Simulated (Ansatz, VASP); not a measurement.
One calculation of Al12H, two programs

File INCAR:

```
  ALGO = Normal
  DIPOL = 0.5 0.5 0.306
  EDIFF = 1E-7
  ENCUT = 520
  GGA = PE
  IDIPOL = 3
  ISIF = 2
  ISMEAR = 0
  ISPIN = 2
  LASPH = T
  LCHARG = F
  LDIPOL = T
  LORBIT = 11
  LREAL = F
  LWAVE = F
  MAGMOM = 0 0 0 0 0 0 0 0 0 0 0 0 1
  NBANDS = 34
  NELM = 150
  PREC = Accurate
  SIGMA = 0.1
```

Contents of KPOINTS:

```
k-points
0
Gamma
  6 6 1
```

The input POSCAR:

```
Al12H
1.0
    5.7135165838      0.0000000000      0.0000000000
   -2.8567582919      4.9480505065      0.0000000000
    0.0000000000      0.0000000000     21.6013781936
Al H
12 1
Direct
    0.3333333333      0.1666666667      0.1851733702
    0.3333333333      0.6666666667      0.1851733702
    0.8333333333      0.1666666667      0.1851733702
    0.8333333333      0.6666666667      0.1851733702
    0.1666666667      0.3333333333      0.2916813828
    0.1666666667      0.8333333333      0.2916813828
    0.6666666667      0.3333333333      0.2916813828
    0.6666666667      0.8333333333      0.2916813828
    0.0000000000      0.0000000000      0.3981865470
    0.0000000000      0.5000000000      0.3981865470
    0.5000000000      0.0000000000      0.3981865470
    0.5000000000      0.5000000000      0.3981865470
    0.3333333333     -0.3333333333      0.4754964290
```

Input for Ansatz:

```yaml
crystal:
  lattice:
    - [5.7135165838, 0.0, 0.0]
    - [-2.8567582919, 4.9480505065, 0.0]
    - [0.0, 0.0, 21.6013781936]
  atoms:
    - { symbol: Al, position: [0.3333333333, 0.1666666667, 0.1851733702] }
    - { symbol: Al, position: [0.3333333333, 0.6666666667, 0.1851733702] }
    - { symbol: Al, position: [0.8333333333, 0.1666666667, 0.1851733702] }
    - { symbol: Al, position: [0.8333333333, 0.6666666667, 0.1851733702] }
    - { symbol: Al, position: [0.1666666667, 0.3333333333, 0.2916813828] }
    - { symbol: Al, position: [0.1666666667, 0.8333333333, 0.2916813828] }
    - { symbol: Al, position: [0.6666666667, 0.3333333333, 0.2916813828] }
    - { symbol: Al, position: [0.6666666667, 0.8333333333, 0.2916813828] }
    - { symbol: Al, position: [0.0, 0.0, 0.398186547] }
    - { symbol: Al, position: [0.0, 0.5, 0.398186547] }
    - { symbol: Al, position: [0.5, 0.0, 0.398186547] }
    - { symbol: Al, position: [0.5, 0.5, 0.398186547] }
    - { symbol: H, position: [0.3333333333, -0.3333333333, 0.475496429], spin: 1.0 }
basis:
  ecutwfc: 420
kpoints:
  mp_grid: { grid: [6, 6, 1] }
hamiltonian:
  xc: pbe
  pseudopotentials: { kind: paw, azcp: { folder: soft_1 } }
scf:
  occupations: { method: gaussian, width: 0.1 }
output:
  forces: true
  eigenvalues: true
  populations: true
magnetization:
  spin_polarized: true
efield:
  axis: 3
  dipole_correction: true
  ramp_width: 0.04
```

Alike in both runs: task single point; functional PBE; k mesh 6 × 6 × 1; occupations gaussian, width 0.1 eV; collinear spin.

|  | VASP | Ansatz |
| --- | --- | --- |
| version | VASP 6.6.1 | Ansatz 0.2.0 |
| potentials or method | VASP PAW PBE potentials, release 64 (Al, H), cutoff 520 eV | scalar-relativistic, plane waves, PAW |
| valence electrons in the cell | 37 | 37 |

|  | VASP | Ansatz | Ansatz less VASP |
| --- | --- | --- | --- |
| gap on the k mesh at the Fermi level (eV) | none | none | - |
| rms of the force components (eV/Å) | 0.257 | 0.257 | 0.0000 |
| net moment per atom (μB) | 0.00 | 0.00 | 0.000 |

Atom by atom the forces differ by 0.001 eV/Å (rms over components). A gap of «none» marks a metal or a gap that the smearing closes. With one functional, cell and mesh, what is left measures potentials, basis and numerics. Ansatz's warnings: seeded moment not kept.
